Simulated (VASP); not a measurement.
Runs of VASP 6.6.1 on Ti. The structure is that of space group Pm-3m (No. 221), or close to it. The cells are those of the table. This isn't the form of Ti at room conditions, which is hcp.

```csv
task,cell,cutoff (eV),gap on the mesh (eV),pressure (GPa)
single point,"a = 2.472 Å, 1 atom",520,none,(a)
single point,"a = 2.305 Å, 1 atom",520,none,62.4
single point,"a = 2.628 Å, 1 atom",520,none,0.3
single point,"a = 2.375 Å, 1 atom",520,none,41.7
relaxation of cell and atoms,"relaxed to 60 GPa from a = 2.690 Å, 1 atom",600,none,59.8
relaxation of cell and atoms,"relaxed from a = 2.690 Å, 1 atom",600,none,-0.1
relaxation of cell and atoms,"relaxed to 40 GPa from a = 2.690 Å, 1 atom",600,none,39.9
relaxation of cell and atoms,"relaxed to 20 GPa from a = 2.690 Å, 1 atom",600,none,19.9
```

Alike in all rows: level r2SCAN; potentials or basis VASP PAW PBE potentials, release 64 (Ti_sv); no spin polarisation; k mesh 17 × 17 × 17; smearing fermi-dirac 0.1 eV.

Problem. Estimate the missing entries.

Solution. (a) 20.9.

Caveats: the PAW data sets were made with another functional, which shifts forces and pressure a little; the cell stands under pressure (at least some runs); the cell is relaxed towards a set pressure, so the run minimises the enthalpy, not the energy (at least some runs).

A gap of «none» marks levels without a gap at the run's occupations.
